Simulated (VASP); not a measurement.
Write the native input for VASP 6.6.1 that does the following.

| Quantity | Value |
| --- | --- |
| Task | single point |
| Functional | PBEsol |
| Potentials or basis | VASP PAW PBE potentials, release 64 (Fe) |
| Cutoff | 520 eV |
| k mesh | 17 × 17 × 10 |
| Occupations | fermi-dirac, width 0.08 eV |
| Spin | no spin polarisation |
| Dipole correction | no |
| Further INCAR settings | ALGO = Normal; EDIFF = 1e-06; NBANDS = 15 |

The structure of Fe lies in POSCAR:

```
Fe
1.0
    2.4341575853      0.0000000000      0.0000000000
   -1.2170787927      2.1080423057      0.0000000000
    0.0000000000      0.0000000000      3.9571925041
Fe
2
Direct
    0.3333333333      0.6666666667      0.2500000000
    0.6666666667      0.3333333333      0.7500000000
```

This isn't the form of Fe at room conditions, which is bcc.

This cell differs from its parent crystal: zz strain of +3 %.

One way to write it, as run:

INCAR

```
ALGO = Normal ; EDIFF = 1E-6
ENCUT = 520 ; GGA = PS
ISIF = 2 ; ISMEAR = -1
LASPH = T ; LCHARG = F
LREAL = F ; LWAVE = F
NBANDS = 15 ; NELM = 60
PREC = Accurate ; SIGMA = 0.08
```

KPOINTS

```
k-points
0
Gamma
  17 17 10
```

Potentials or basis: VASP PAW PBE potentials, release 64 (Fe).

The run is started by

```bash
$ cat potpaw_PBE.64/Fe/POTCAR > POTCAR
$ mpirun -np 1 vasp_std > vasp.out
```

It gave:

The pressure is -10.3 GPa and the band gap on the k mesh is zero (bands 8 and 9 overlap by 1.86 eV).

Caveat: the cell differs from its parent crystal (zz strain of +3 %); the cell stands under tension; the PAW data sets were made with another functional, which shifts forces and pressure a little; the run has no spin polarisation, though such a crystal can be magnetic.

Wall time 96 s on 1 thread of Intel Xeon 8259CL, with other jobs on the host, peak memory 0.17 GiB.
